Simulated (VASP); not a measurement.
# SiC3 (R3m) in VASP: further runs, part 2 of 2

VASP 6.6.1. Earlier steps stand in the parts before.

**3. Single point, r2SCAN**

POSCAR

```
SiC3
1.0
    1.4154339595      0.8172011775      4.6700734293
   -1.4154339595      0.8172011775      4.6700734293
    0.0000000000     -1.6344023551      4.6700734293
C Si
3 1
Direct
    1.0082378924      0.0082378924      0.0082378924
    0.4889604674      0.4889604674      0.4889604674
    0.3791724033      0.3791724033      0.3791724033
    0.8736292368      0.8736292368      0.8736292368
```

INCAR.step1

```
  PREC = Accurate
  ENCUT = 520
  ISMEAR = 0
  SIGMA = 0.01
  LREAL = False
  LASPH = True
  NELM = 80
  NBANDS = 16
  GGA = PE
  ALGO = Normal
  EDIFF = 1E-4
  LWAVE = True
  LCHARG = False
```

INCAR.step2

```
  PREC = Accurate
  ENCUT = 520
  EDIFF = 1E-6
  ISMEAR = 0
  SIGMA = 0.01
  LREAL = False
  LASPH = True
  NELM = 80
  ALGO = Normal
  ISIF = 2
  LWAVE = False
  LCHARG = True
  METAGGA = R2SCAN
  LMIXTAU = True
  LELF = True
  LVHAR = True
  NBANDS = 16
  ISTART = 1
```

KPOINTS

```
regular mesh
0
Gamma
  8 8 8
```

Potentials or basis: VASP PAW PBE potentials, release 64 (C, Si).

Launch:

```console
cat potpaw_PBE.64/C/POTCAR potpaw_PBE.64/Si/POTCAR > POTCAR
cp INCAR.step1 INCAR
mpirun -np 1 vasp_std > vasp.out
cp INCAR.step2 INCAR
mpirun -np 1 vasp_std > vasp.out
```

OUTCAR:

```text
PREC = Accurate
   ENCUT = 520
   EDIFF = 1E-6
   ISMEAR = 0
   LREAL = False
   LASPH = True
   NELM = 80
   ISIF = 2
   METAGGA = R2SCAN
   ISTART = 1

 ion  position               nearest neighbor table
   1  0.008  0.008  0.008-   3 1.72   3 1.72   3 1.72   4 1.89
   2  0.489  0.489  0.489-   3 1.54   4 1.79   4 1.79   4 1.79
   3  0.379  0.379  0.379-   2 1.54   1 1.72   1 1.72   1 1.72
   4  0.874  0.874  0.874-   2 1.79   2 1.79   2 1.79   1 1.89

  LATTYP: Found a trigonal (rhomboedric) cell.
 ALAT       =     4.9478133446
 COS(alpha) =     0.8363249046

  Lattice vectors:

 A1 = (   1.4154339595,   0.8172011775,   4.6700734293)
 A2 = (  -1.4154339595,   0.8172011775,   4.6700734293)
 A3 = (   0.0000000000,  -1.6344023551,   4.6700734293)

Analysis of symmetry for initial positions (statically):
=====================================================================
 Subroutine PRICEL returns:
 Original cell was already a primitive cell.

 Routine SETGRP: Setting up the symmetry group for a
 trigonal (rhombohedral) supercell.

 Subroutine GETGRP returns: Found  6 space group operations
 (whereof  6 operations were pure point group operations)
 out of a pool of 12 trial point group operations.

The static configuration has the point symmetry C_3v.

Analysis of symmetry for dynamics (positions and initial velocities):
=====================================================================
 Subroutine PRICEL returns:
 Original cell was already a primitive cell.

 Routine SETGRP: Setting up the symmetry group for a
 trigonal (rhombohedral) supercell.

 Subroutine GETGRP returns: Found  6 space group operations
 (whereof  6 operations were pure point group operations)
 out of a pool of 12 trial point group operations.

The dynamic configuration has the point symmetry C_3v.

 Subroutine INISYM returns: Found  6 space group operations
 (whereof  6 operations are pure point group operations),
[... 116 lines left out ...]
   EFERMI_NEDOS =   21; number of points for ismear=-14 and -15
   IALGO  =     38    algorithm
   IMIX   =      4    mixing-type and parameters
     AMIX     =   0.40;   BMIX     =  1.00
     AMIX_MAG =   1.60;   BMIX_MAG =  1.00
  volume/ion in A,a.u.               =       8.10        54.68
  Fermi-wavevector in a.u.,A,eV,Ry     =   1.293849  2.445020 22.776773  1.674046
  Thomas-Fermi vector in A             =   2.425469
   LORBIT       =      0    0 simple, 1 ext, 2 COOP (PROOUT), +10 PAW based schemes
   METAGGA = R2SCAN    functional components
   LHFCALC =     F    Hartree Fock is set to
   AEXX    =    0.0000 exact exchange contribution
   IVDW    =     0    specifies the selected vdW correction
   LEPSILON=     F    determine dielectric tensor
   LRPA    =     F    only Hartree local field effects (RPA)
 non-spin polarized calculation
 Gauss-broadening in eV      SIGMA  =   0.01
  energy-cutoff  :      520.00
  volume of cell :       32.41
 maximum number of plane-waves:       887
 NGX is ok and might be reduce to    40
   NGX = 19   NGY = 19   NGZ = 19

 number of electron      16.0000000 magnetization

 Free energy of the ion-electron system (eV)
  ---------------------------------------------------
  ext. energy  EPLUGINS =         0.00000000
  ---------------------------------------------------
  free energy    TOTEN  =       -36.69652726 eV

  energy without entropy =      -36.69652726  energy(sigma->0) =      -36.69652726

 E-fermi :   9.1994     XC(G=0): -12.7503

 val. band max:        9.0744845489   @ k =   0.0000   0.0000   0.0000
 cond. band min:      10.9779775728   @ k =   0.5000   0.5000   0.0000
 fundamental gap:      1.9034930239
 Fermi energy:         9.1993586091

 k-point     1 :       0.0000    0.0000    0.0000
  band No.  band energies     occupation
      1     -10.4012      2.00000
      2      -5.5155      2.00000
      3      -2.7181      2.00000
      4       6.1428      2.00000
      5       6.1428      2.00000
      6       8.0721      2.00000
[... 433 lines left out ...]
      3      -0.5336      2.00000
      4       1.9568      2.00000
      5       4.9146      2.00000
      6       5.1675      2.00000
[... 8 lines left out ...]
     15      20.6358      0.00000
     16      21.7943      0.00000

 [... further k-points ...]
[... 5 lines left out ...]
  --------------------------------------------------------------------------------------
  -------------------------------------------------------------------------------------
  Total        0.0196127      0.0196127     -0.0237055      0.0000000      0.0000000      0.0000000
  in kB        0.9695137      0.9695137     -1.1718317      0.0000000      0.0000000      0.0000000
  external PRESSURE =       0.2557319 kB  Pullay stress =       0.0000000 kB

 VOLUME and BASIS-vectors are now :
 -----------------------------------------------------------------------------
  energy-cutoff  :      520.00
  volume of cell :       32.41
      direct lattice vectors                 reciprocal lattice vectors
     1.415433960  0.817201177  4.670073429     0.353248554  0.203948148  0.071376465
    -1.415433960  0.817201177  4.670073429    -0.353248554  0.203948148  0.071376465
     0.000000000 -1.634402355  4.670073429     0.000000000 -0.407896296  0.071376465

 POSITION                                       TOTAL-FORCE (eV/Angst)
 -----------------------------------------------------------------------------------
      0.00000     -0.00000      0.11541         0.000000      0.000000     -0.034280
      0.00000     -0.00000      6.85044         0.000000     -0.000000      0.083219
      0.00000     -0.00000      5.31229         0.000000      0.000000     -0.023794
      0.00000     -0.00000     12.23974         0.000000      0.000000     -0.025145
 -----------------------------------------------------------------------------------
    total drift:                                0.000000     -0.000000      0.000062

  FREE ENERGIE OF THE ION-ELECTRON SYSTEM (eV)
  ---------------------------------------------------
  free  energy   TOTEN  =       -36.6965272642 eV

  energy  without entropy=      -36.6965272642  energy(sigma->0) =      -36.69652726
```

OSZICAR.step1:

```text
N       E                     dE             d eps       ncg     rms          rms(c)
DAV:   1     0.214295869271E+02    0.21430E+02   -0.75278E+03  2080   0.924E+02
DAV:   2    -0.314794012130E+02   -0.52909E+02   -0.47815E+02  3000   0.162E+02
DAV:   3    -0.335394071387E+02   -0.20600E+01   -0.20514E+01  2608   0.289E+01
DAV:   4    -0.335514180278E+02   -0.12011E-01   -0.12008E-01  2680   0.271E+00
DAV:   5    -0.335515285022E+02   -0.11047E-03   -0.11047E-03  2624   0.240E-01    0.110E+01
DAV:   6    -0.312212236975E+02    0.23303E+01   -0.30649E+00  2648   0.146E+01    0.504E+00
DAV:   7    -0.310623773472E+02    0.15885E+00   -0.11386E+00  2832   0.726E+00    0.260E+00
DAV:   8    -0.310378427226E+02    0.24535E-01   -0.88911E-02  2624   0.218E+00    0.524E-01
DAV:   9    -0.310353356334E+02    0.25071E-02   -0.17419E-02  2688   0.113E+00    0.177E-01
DAV:  10    -0.310355832883E+02   -0.24765E-03   -0.20785E-03  2728   0.329E-01    0.570E-02
DAV:  11    -0.310356239161E+02   -0.40628E-04   -0.86214E-05  1888   0.750E-02
   1 F= -.31035624E+02 E0= -.31035624E+02  d E =-.909792E-39
```

Wall time 14 min (1 thread of AMD EPYC 7R13, shared host); peak memory 0.22 GiB.

Results:

```
Free energy            : -36.6965 eV
Pressure               : 0.0 GPa
Largest force          : 0.083 eV/Å
Band gap on the k mesh : 1.90 eV, indirect (least direct gap 3.60 eV)
```

Forces in eV/Å, atoms in the order of the input:
```
C    0.000  0.000 -0.034
C    0.000  0.000  0.083
C    0.000  0.000 -0.024
Si   0.000  0.000 -0.025
```

Levels at points of the mesh, in eV from the valence-band top:
```csv
k point,band 6,band 7,band 8,band 9,band 10,band 11
"(0.00, 0.00, 0.00)",-1.00,0.00,0.00,4.06,5.06,5.06
"(0.50, 0.00, 0.00)",-5.28,-5.14,-2.57,3.53,4.54,6.83
"(0.50, 0.50, 0.00)",-5.49,-2.48,-1.71,1.90,2.89,6.89
"(0.50, 0.50, 0.50)",-2.84,-0.37,-0.37,4.13,5.68,5.68
```

Caveat: the PAW data sets were made with another functional, which shifts forces and pressure a little. r2SCAN opens gaps a little over a GGA but as a rule still falls short of measured ones.

**4. Single point, PBEsol**

INCAR

```
SYSTEM = SiC3
PREC = Accurate
ENCUT = 600
EDIFF = 1E-6
ISMEAR = 0
SIGMA = 0.01
LREAL = .FALSE.
LASPH = .TRUE.
NELM = 120
ALGO = Normal
ISIF = 2
LWAVE = .FALSE.
LCHARG = .TRUE.
GGA = PS
LELF = .TRUE.
LVHAR = .TRUE.
NBANDS = 16
GGA_COMPAT = .FALSE.
```

KPOINTS

```
Automatic mesh
0
G
  6 6 6
  0 0 0
```

POSCAR is that of step 3.

Launch:

```console
cat potpaw_PBE.64/C/POTCAR potpaw_PBE.64/Si/POTCAR > POTCAR
mpirun -np 1 vasp_std > vasp.out
```

It took 87 s on 1 thread of Intel Xeon 8259CL, shared host; peak memory 0.23 GiB.

It converged, with:

| Quantity | Value |
| --- | --- |
| Free energy | -32.9066 eV |
| Pressure | -1.1 GPa |
| Largest force | 0.426 eV/Å |
| Band gap on the k mesh | 1.45 eV, indirect (least direct gap 3.08 eV) |

Forces on the atoms (eV/Å):
```
C    0.000  0.000  0.329
C    0.000  0.000 -0.426
C    0.000  0.000 -0.145
Si   0.000  0.000  0.242
```

Stress tensor (GPa, compression positive):
```
-1.41  0.00  0.00
 0.00 -1.41  0.00
 0.00  0.00 -0.44
```

Levels at points of the mesh, in eV from the valence-band top:
```
           k point  band 4  band 5  band 6  band 7  band 8  band 9  band 10  band 11  band 12  band 13
(0.00, 0.00, 0.00)   -2.86   -2.86   -0.99    0.00    0.00    3.86     4.65     4.65     4.84     8.20
(0.50, 0.00, 0.00)   -8.17   -6.61   -5.09   -4.98   -2.46    3.11     3.99     6.16     8.81     9.04
(0.50, 0.50, 0.00)   -9.70   -5.42   -5.31   -2.36   -1.63    1.45     2.55     6.36     6.39     6.72
(0.50, 0.50, 0.50)   -5.00   -2.77   -2.77   -0.35   -0.35    3.93     5.24     5.24     5.47     9.10
```

Caveat: the k points lie up to 0.43 Å⁻¹ apart; the PAW data sets were made with another functional, which shifts forces and pressure a little. A k mesh can miss the band edges.

**5. Overview**

```tsv
level	k mesh	cutoff (eV)	gap on the mesh (eV)	pressure (GPa)	largest force (eV/Å)
PBEsol	8 × 8 × 8	520	1.45	-0.9	0.43
r2SCAN	8 × 8 × 8	520	1.90	0.0	0.08
PBEsol	6 × 6 × 6	600	1.45	-1.1	0.43
```

Alike in all rows: task single point; potentials or basis VASP PAW PBE potentials, release 64 (C, Si); no spin polarisation; cell as given; smearing gaussian 0.01 eV.

Caveats: some runs use coarse meshes; the PAW data sets were made with another functional, which shifts forces and pressure a little.

Total energies depend on the potentials used, so only differences within one code and one set of settings carry meaning.
